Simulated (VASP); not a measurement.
Set up this calculation in VASP 6.6.1, as the native input.

| Quantity | Value |
| --- | --- |
| Task | single point |
| Functional | PBE |
| Potentials or basis | VASP PAW PBE potentials, release 64 (La, Ta_pv, O) |
| Cutoff | 520 eV |
| k mesh | 4 × 4 × 4 |
| Occupations | gaussian, width 0.1 eV |
| Spin | no spin polarisation |
| Dipole correction | no |
| Further INCAR settings | ALGO = Normal; EDIFF = 1e-07; NBANDS = 37 |

The structure of LaTaO lies in POSCAR:

```
LaTaO
1.0
    4.1149274600      0.0000000000      0.0000000000
    0.0000000000      4.1149274600      0.0000000000
    0.0000000000      0.0000000000      5.8639137500
La Ta O
2 2 2
Direct
    0.0000000000      0.5000000000      0.7134095400
    0.5000000000      0.0000000000      0.2865904600
    0.0000000000      0.0000000000      0.5000000000
    0.5000000000      0.5000000000      0.5000000000
    0.0000000000      0.0000000000      0.0000000000
    0.5000000000      0.5000000000      0.0000000000
```

The cell was built from a structure type or drawn by symmetry, and may not be a known phase.

The input as run:

INCAR

```
PREC     = Accurate       # precision mode
ENCUT    = 520            # plane-wave cutoff, eV
EDIFF    = 1E-7           # SCF threshold, eV
ISMEAR   = 0              # smearing method
SIGMA    = 0.1            # smearing width, eV
LREAL    = False          # projectors in reciprocal space
LASPH    = True           # aspherical terms in the spheres
NELM     = 100            # most SCF steps
ALGO     = Normal         # electronic algorithm
ISIF     = 2              # what is computed and relaxed
LWAVE    = False          # write WAVECAR
LCHARG   = False          # write CHGCAR
GGA      = PE             # functional
NBANDS   = 37             # bands
```

KPOINTS

```
Automatic mesh
0
Gamma
  4 4 4
```

Potentials or basis: VASP PAW PBE potentials, release 64 (La, Ta_pv, O).

Command:

```bash
$ cat potpaw_PBE.64/La/POTCAR potpaw_PBE.64/Ta_pv/POTCAR potpaw_PBE.64/O/POTCAR > POTCAR
$ mpirun -np 1 vasp_std > vasp.out
```

It gave:

| Item | Value |
| --- | --- |
| Pressure | 36.5 GPa |
| Largest force | 12.828 eV/Å |
| Band gap on the k mesh | zero (bands 28 and 29 overlap by 0.82 eV) |

Caveat: the k points lie up to 0.38 Å⁻¹ apart, too coarse for converged energies and pressures of a metal; spin-orbit coupling is left out, which moves the levels of the heavy elements; forces of over 1 eV/Å act on the atoms, so gaps and moduli don't describe the material at rest.

It took 59 s on 1 thread of AMD EPYC 9R45 96-Core Processor (Zen 5), with other jobs on the host, peak memory 0.23 GiB.
